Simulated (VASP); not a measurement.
# SnC2 (I4/mmm) in VASP: notebook

The runs below take SnC2 through relaxation of cell and atoms, single point, with LDA.

Everything below comes from runs of VASP 6.6.1. Logs are shortened: lines on timing, memory, paths and dates and some standing lists are left out, and cuts for length are marked.

### Step 1. The cell of the first run

It takes space group I4/mmm (No. 139, tetragonal). Conventional cell: a = 3.942 Å, b = 3.942 Å, c = 6.466 Å, α = 90.00°, β = 90.00°, γ = 90.00°. Sn (site symmetry 4/mmm) has 10 C at 2.60 to 2.86 Å within 3.4 Å. C (site symmetry 4mm) has 1 C at 1.26 Å within 1.7 Å.

### Step 2. Relaxation of cell and atoms, LDA, target pressure 4 GPa, at which the enthalpy is minimised

File INCAR:

```
SYSTEM = SnC2
ALGO = Normal
EDIFF = 1E-6
EDIFFG = -0.001
ENCUT = 600
IBRION = 2
ISIF = 3
ISMEAR = 0
LASPH = .True.
LCHARG = .False.
LREAL = .False.
LWAVE = .False.
NELM = 100
NSW = 80
PREC = Accurate
PSTRESS = 40.0
SIGMA = 0.01
```

File KPOINTS:

```
k-points
0
Gamma
  12 12 12
  0 0 0
```

File POSCAR:

```
SnC2
1.0
   -1.9709357220      1.9709357220      3.2327854624
    1.9709357220     -1.9709357220      3.2327854624
    1.9709357220      1.9709357220     -3.2327854624
Sn C
1 2
Direct
    0.0000000000      0.0000000000      0.0000000000
    0.5975419768      0.5975419768      0.0000000000
    0.4024580232      0.4024580232      0.0000000000
```

Potentials or basis: VASP PAW LDA potentials, release 64 (Sn_d, C).

Launch:

```bash
$ cat potpaw_LDA.64/Sn_d/POTCAR potpaw_LDA.64/C/POTCAR > POTCAR
$ mpirun -np 1 vasp_std > vasp.out
```

OUTCAR:

```text
SYSTEM = SnC2
   EDIFF = 1E-6
   EDIFFG = -0.001
   ENCUT = 600
   IBRION = 2
   ISIF = 3
   ISMEAR = 0
   LASPH = .True.
   LREAL = .False.
   NELM = 100
   NSW = 80
   PREC = Accurate
   PSTRESS = 40.0

 ion  position               nearest neighbor table
   1  0.000  0.000  0.000-   2 2.60   3 2.60   2 2.86   3 2.86   2 2.86   2 2.86   2 2.86   3 2.86
                             3 2.86   3 2.86
   2  0.598  0.598  0.000-   3 1.26   1 2.60   1 2.86   1 2.86   1 2.86   1 2.86
   3  0.402  0.402  0.000-   2 1.26   1 2.60   1 2.86   1 2.86   1 2.86   1 2.86

  LATTYP: Found a body centered tetragonal cell.
 ALAT       =     3.9418714440
 C/A-ratio  =     1.6402287636

  Lattice vectors:

 A1 = (  -1.9709357220,   1.9709357220,   3.2327854624)
 A2 = (   1.9709357220,  -1.9709357220,   3.2327854624)
 A3 = (   1.9709357220,   1.9709357220,  -3.2327854624)

Analysis of symmetry for initial positions (statically):
=====================================================================
 Subroutine PRICEL returns:
 Original cell was already a primitive cell.

 Routine SETGRP: Setting up the symmetry group for a
 body centered tetragonal supercell.

 Subroutine GETGRP returns: Found 16 space group operations
 (whereof 16 operations were pure point group operations)
 out of a pool of 16 trial point group operations.

The static configuration has the point symmetry D_4h.

Analysis of symmetry for dynamics (positions and initial velocities):
=====================================================================
 Subroutine PRICEL returns:
 Original cell was already a primitive cell.

 Routine SETGRP: Setting up the symmetry group for a
 body centered tetragonal supercell.

 Subroutine GETGRP returns: Found 16 space group operations
 (whereof 16 operations were pure point group operations)
 out of a pool of 16 trial point group operations.

The dynamic configuration has the point symmetry D_4h.

 Subroutine INISYM returns: Found 16 space group operations
 (whereof 16 operations are pure point group operations),
 and found     1 'primitive' translations

----------------------------------------------------------------------------------------

                                     Primitive cell

  volume of cell :      50.2322

  direct lattice vectors                    reciprocal lattice vectors
    -1.970935722  1.970935722  3.232785462     0.000000000  0.253686609  0.154665382
     1.970935722 -1.970935722  3.232785462     0.253686609  0.000000000  0.154665382
     1.970935722  1.970935722 -3.232785462     0.253686609  0.253686609  0.000000000

  length of vectors
[... 112 lines left out ...]
   IVDW    =     0    specifies the selected vdW correction
   LEPSILON=     F    determine dielectric tensor
   LRPA    =     F    only Hartree local field effects (RPA)
 conjugate gradient relaxation of ions
 non-spin polarized calculation
 Gauss-broadening in eV      SIGMA  =   0.01
  energy-cutoff  :      600.00
  volume of cell :       50.23
 maximum number of plane-waves:      1705
 NGX is ok and might be reduce to    36
   NGX = 17   NGY = 17   NGZ = 17

--------------------------------------- Ionic step        1  -------------------------------------------

 number of electron      22.0000005 magnetization

 Free energy of the ion-electron system (eV)
  ---------------------------------------------------
  ext. energy  EPLUGINS =         0.00000000
  ---------------------------------------------------
  free energy    TOTEN  =       -20.16718520 eV

  energy without entropy =      -20.16718520  energy(sigma->0) =      -20.16718520

------------------------ aborting loop because EDIFF is reached ----------------------------------------

  FORCE on cell =-STRESS in cart. coord.  units (eV):
  Direction    XX          YY          ZZ          XY          YZ          ZX
  --------------------------------------------------------------------------------------
  -------------------------------------------------------------------------------------
  Total        0.0046074      0.0046074      0.1060626      0.0000000     -0.0000000      0.0000000
  in kB        0.1469546      0.1469546      3.3829152      0.0000000     -0.0000000      0.0000000
  external PRESSURE =     -38.7743918 kB  Pullay stress =      40.0000000 kB
[... 100 lines left out ...]
  energy  without entropy=      -20.1377101789  energy(sigma->0) =      -20.13771671

  enthalpy is  TOTEN    =       -18.9425677077 eV   P V=        1.1951555312

[... ionic steps 4 to 27 ...]

--------------------------------------- Ionic step       28  -------------------------------------------

 number of electron      21.9999997 magnetization

------------------------ aborting loop because EDIFF is reached ----------------------------------------
[... 73 lines left out ...]
--------------------------------------- Ionic step       30  -------------------------------------------

 number of electron      21.9999997 magnetization

 Free energy of the ion-electron system (eV)
  ---------------------------------------------------
  ext. energy  EPLUGINS =         0.00000000
  ---------------------------------------------------
  free energy    TOTEN  =       -20.12979888 eV

  energy without entropy =      -20.12974922  energy(sigma->0) =      -20.12977405

 E-fermi :   6.4678     XC(G=0): -10.5412

 val. band max:        6.4129683131   @ k =  -0.4167   0.4167   0.0000
 cond. band min:       6.4700421996   @ k =   0.5000   0.4167   0.0000
 fundamental gap:      0.0570738865
 Fermi energy:         6.4677890790

 k-point     1 :       0.0000    0.0000    0.0000
  band No.  band energies     occupation
      1     -15.3191      2.00000
      2     -15.2837      2.00000
      3     -15.2362      2.00000
      4     -15.2362      2.00000
      5     -15.2319      2.00000
      6      -9.4774      2.00000
      7      -1.6366      2.00000
      8       1.4012      2.00000
      9       2.2972      2.00000
     10       2.2972      2.00000
     11       6.1293      2.00000
     12       8.3791      0.00000
     13       8.3791      0.00000
     14       9.0072      0.00000
[... 401 lines left out ...]
      2     -15.2879      2.00000
      3     -15.2434      2.00000
      4     -15.2270      2.00000
      5     -15.2121      2.00000
      6      -8.8131      2.00000
      7      -2.5178      2.00000
      8       0.6109      2.00000
      9       1.7082      2.00000
     10       2.5759      2.00000
     11       5.0380      2.00000
     12       7.5421      0.00000
     13       8.1775      0.00000
     14       8.9501      0.00000
     15      10.2522      0.00000

 [... further k-points ...]
[... 5 lines left out ...]
  --------------------------------------------------------------------------------------
  -------------------------------------------------------------------------------------
  Total        1.1808558      1.1808558      1.1822532      0.0000000      0.0000000      0.0000000
  in kB       40.0513043     40.0513043     40.0986978      0.0000000      0.0000000      0.0000000
  external PRESSURE =       0.0671022 kB  Pullay stress =      40.0000000 kB
[... 22 lines left out ...]
  energy  without entropy=      -20.1297492246  energy(sigma->0) =      -20.12977405

  enthalpy is  TOTEN    =       -18.9504556914 eV   P V=        1.1793431872

 reached required accuracy - stopping structural energy minimisation
```

OSZICAR:

```text
N       E                     dE             d eps       ncg     rms          rms(c)
DAV:   1     0.156700020605E+03    0.15670E+03   -0.12198E+04  4946   0.206E+03
DAV:   2    -0.740242617908E+01   -0.16410E+03   -0.16102E+03  5695   0.452E+02
[... 172 lines left out ...]
DAV:   1    -0.201297985098E+02   -0.60919E-06   -0.45211E-07  2452   0.502E-03    0.359E-04
DAV:   2    -0.201297985086E+02    0.11423E-08   -0.35708E-08  2466   0.187E-03
  29 F= -.18950456E+02 E0= -.18950431E+02  d E =-.418589E-06
       N       E                     dE             d eps       ncg     rms          rms(c)
DAV:   1    -0.201297988787E+02   -0.36895E-06   -0.12600E-07  2452   0.319E-03    0.205E-04
DAV:   2    -0.201297988785E+02    0.17235E-09   -0.11226E-08  2466   0.134E-03
  30 F= -.18950456E+02 E0= -.18950431E+02  d E =-.424447E-06
```

It took 9.9 min on 1 thread of Intel Xeon 6975P-C (Granite Rapids), shared host; peak memory 0.29 GiB.

What came out:

| Property | Result |
| --- | --- |
| Free energy | -20.1298 eV |
| Relaxed volume | 15.75 Å³/atom |
| Relaxed cell | a = 4.191 Å, b = 4.191 Å, c = 4.191 Å, α = 125.32°, β = 125.32°, γ = 81.00° |
| Space group after relaxing (to 0.05 Å) | I4/mmm (No. 139) |
| Energy change on relaxing (the enthalpy is what falls) | +12.5 meV/atom |
| Ionic steps | 30 |
| Pressure after relaxing | 4.0 GPa |
| Band gap on the k mesh | zero (band 11 reaches 6.70 eV, above the bottom of band 12 at 6.32 eV) |

Step by step:
```csv
step,energy change (eV),largest force (eV/Å),pressure (GPa),volume (Å³)
1,0.0000,0.0858,0.12,50.23
2,0.0443,1.1105,5.59,47.34
3,0.0295,0.9049,4.56,47.87
4,0.0524,0.8317,3.29,46.87
5,0.0354,0.0583,3.88,47.34
6,0.0356,0.0804,3.87,47.33
7,0.0371,0.0507,4.00,47.26
8,0.0396,0.0071,4.17,47.15
9,0.0398,0.0026,4.19,47.14
10,0.0389,0.0466,4.05,47.18
11,0.0387,0.0568,4.03,47.19
12,0.0382,0.0217,4.04,47.20
13,0.0379,0.0040,4.04,47.22
14,0.0379,0.0024,4.03,47.22
15,0.0381,0.0100,4.04,47.21
16,0.0379,0.0002,4.02,47.22
17,0.0379,0.0000,4.05,47.22
18,0.0377,0.0006,4.03,47.22
19,0.0374,0.0003,4.02,47.24
20,0.0373,0.0010,4.00,47.24
21,0.0374,0.0014,3.98,47.24
22,0.0374,0.0012,4.00,47.24
23,0.0374,0.0067,3.99,47.24
24,0.0374,0.0118,3.99,47.24
25,0.0374,0.0094,4.00,47.24
26,0.0374,0.0080,4.00,47.24
27,0.0374,0.0019,4.01,47.24
28,0.0374,0.0018,4.01,47.24
29,0.0374,0.0008,4.01,47.24
30,0.0374,0.0000,4.01,47.24
```

Final structure:
```
CELL_PARAMETERS angstrom
-1.92494 1.92494 3.18711
1.92494 -1.92494 3.18711
1.92494 1.92494 -3.18711
ATOMIC_POSITIONS crystal
Sn 0.00000 0.00000 0.00000
C 0.59894 0.59894 0.00000
C 0.40106 0.40106 0.00000
```

Levels at points of the mesh, in eV from the Fermi level:
| k point | band 9 | band 10 | band 11 | band 12 | band 13 | band 14 |
| --- | --- | --- | --- | --- | --- | --- |
| (0.00, 0.00, 0.00) | -4.17 | -4.17 | -0.34 | 1.91 | 1.91 | 2.54 |
| (0.50, 0.00, 0.00) | -4.92 | -3.95 | -0.71 | 0.48 | 1.51 | 1.89 |
| (0.50, 0.50, 0.00) | -6.49 | -5.51 | -1.28 | -0.15 | 4.15 | 4.21 |
| (0.50, 0.50, 0.50) | -5.21 | -5.21 | -2.07 | 3.76 | 4.49 | 4.49 |

Caveat: the cell is relaxed towards a set pressure, so the enthalpy falls and the energy may rise; spin-orbit coupling is left out, which moves the levels of the heavy elements.

### Step 3. Single point, LDA

This run uses another cell than the first one, of 14.49 Å³/atom, 0.865 times its volume.

File INCAR:

```
  PREC = Accurate
  ENCUT = 520
  EDIFF = 1E-6
  ISMEAR = 0
  SIGMA = 0.01
  LREAL = False
  LASPH = True
  NELM = 100
  ALGO = Normal
  ISIF = 2
  LWAVE = False
  LCHARG = True
  GGA = CA
  LELF = True
  LVHAR = True
  NBANDS = 18
```

File KPOINTS:

```
Automatic mesh
0
Gamma
  12 12 12
```

File POSCAR:

```
SnC2
1.0
   -1.8631358794      1.8631358794      3.1303485061
    1.8631358794     -1.8631358794      3.1303485061
    1.8631358794      1.8631358794     -3.1303485061
Sn C
1 2
Direct
    0.0000000000      0.0000000000      0.0000000000
    0.6003895325      0.6003895325      0.0000000000
    0.3996104675      0.3996104675      0.0000000000
```

Potentials or basis: VASP PAW LDA potentials, release 64 (Sn_d, C).

Launch:

```bash
$ cat potpaw_LDA.64/Sn_d/POTCAR potpaw_LDA.64/C/POTCAR > POTCAR
$ mpirun -np 1 vasp_std > vasp.out
```

OUTCAR:

```text
PREC = Accurate
   ENCUT = 520
   EDIFF = 1E-6
   ISMEAR = 0
   LREAL = False
   LASPH = True
   NELM = 100
   ISIF = 2
   GGA = CA

 ion  position               nearest neighbor table
   1  0.000  0.000  0.000-   2 2.50   3 2.50   2 2.71   3 2.71   2 2.71   2 2.71   2 2.71   3 2.71
                             3 2.71   3 2.71
   2  0.600  0.600  0.000-   3 1.26   1 2.50   1 2.71   1 2.71   1 2.71   1 2.71
   3  0.400  0.400  0.000-   2 1.26   1 2.50   1 2.71   1 2.71   1 2.71   1 2.71

  LATTYP: Found a body centered tetragonal cell.
 ALAT       =     3.7262717588
 C/A-ratio  =     1.6801504070

[... 690 lines left out ...]
     17      17.2119      0.00000
     18      19.1182      0.00000

 [... further k-points ...]
[... 5 lines left out ...]
  --------------------------------------------------------------------------------------
  -------------------------------------------------------------------------------------
  Total        2.7829433      2.7829433      2.8856652      0.0000000     -0.0000000      0.0000000
  in kB      102.5824814    102.5824814    106.3689286      0.0000000     -0.0000000      0.0000000
  external PRESSURE =     103.8446305 kB  Pullay stress =       0.0000000 kB

 VOLUME and BASIS-vectors are now :
 -----------------------------------------------------------------------------
  energy-cutoff  :      520.00
  volume of cell :       43.47
      direct lattice vectors                 reciprocal lattice vectors
    -1.863135879  1.863135879  3.130348506     0.000000000  0.268364753  0.159726624
     1.863135879 -1.863135879  3.130348506     0.268364753  0.000000000  0.159726624
     1.863135879  1.863135879 -3.130348506     0.268364753  0.268364753  0.000000000

 POSITION                                       TOTAL-FORCE (eV/Angst)
 -----------------------------------------------------------------------------------
      0.00000      0.00000      0.00000        -0.000000     -0.000000      0.000000
      0.00000      0.00000      3.75886         0.000000      0.000000      0.510292
      0.00000      0.00000      2.50184         0.000000      0.000000     -0.510292
 -----------------------------------------------------------------------------------
    total drift:                               -0.000000     -0.000000     -0.000000

  FREE ENERGIE OF THE ION-ELECTRON SYSTEM (eV)
  ---------------------------------------------------
  free  energy   TOTEN  =       -19.9620210729 eV

  energy  without entropy=      -19.9619938680  energy(sigma->0) =      -19.96200747
```

OSZICAR:

```text
N       E                     dE             d eps       ncg     rms          rms(c)
DAV:   1     0.152581398922E+03    0.15258E+03   -0.11024E+04  6044   0.165E+03
DAV:   2    -0.682301876793E+01   -0.15940E+03   -0.15359E+03  6704   0.389E+02
DAV:   3    -0.222448950150E+02   -0.15422E+02   -0.15211E+02  7156   0.106E+02
DAV:   4    -0.226980078270E+02   -0.45311E+00   -0.45193E+00  6922   0.186E+01
DAV:   5    -0.227105147052E+02   -0.12507E-01   -0.12505E-01  7468   0.317E+00    0.825E+00
DAV:   6    -0.201104169591E+02    0.26001E+01   -0.55156E+00  8788   0.220E+01    0.373E+00
DAV:   7    -0.199787166180E+02    0.13170E+00   -0.12100E+00  6852   0.612E+00    0.172E+00
DAV:   8    -0.199649205182E+02    0.13796E-01   -0.11569E-01  7176   0.284E+00    0.363E-01
DAV:   9    -0.199620665262E+02    0.28540E-02   -0.15638E-02  8544   0.969E-01    0.995E-02
DAV:  10    -0.199620208947E+02    0.45632E-04   -0.14323E-03  6364   0.262E-01    0.510E-02
DAV:  11    -0.199620226904E+02   -0.17957E-05   -0.90244E-05  6832   0.608E-02    0.300E-02
DAV:  12    -0.199620218961E+02    0.79436E-06   -0.16847E-05  7598   0.517E-02    0.704E-03
DAV:  13    -0.199620210729E+02    0.82320E-06   -0.40281E-06  5588   0.127E-02
   1 F= -.19962021E+02 E0= -.19962007E+02  d E =-.272049E-04
```

Run time: 60 s. Hardware: 1 thread of AMD EPYC 9R45 (Zen 5), shared host; peak memory 0.21 GiB.

What came out:

- Free energy: -19.9620 eV
- Pressure: 10.4 GPa
- Largest force: 0.510 eV/Å
- Band gap on the k mesh: zero (band 11 reaches 7.92 eV, above the bottom of band 12 at 6.87 eV)

Forces in eV/Å, atoms in the order of the input:
```
Sn   0.000  0.000  0.000
C    0.000  0.000  0.510
C    0.000  0.000 -0.510
```

Stress tensor (GPa, compression positive):
```
10.26  0.00  0.00
 0.00 10.26  0.00
 0.00  0.00 10.64
```

Caveat: spin-orbit coupling is left out, which moves the levels of the heavy elements.
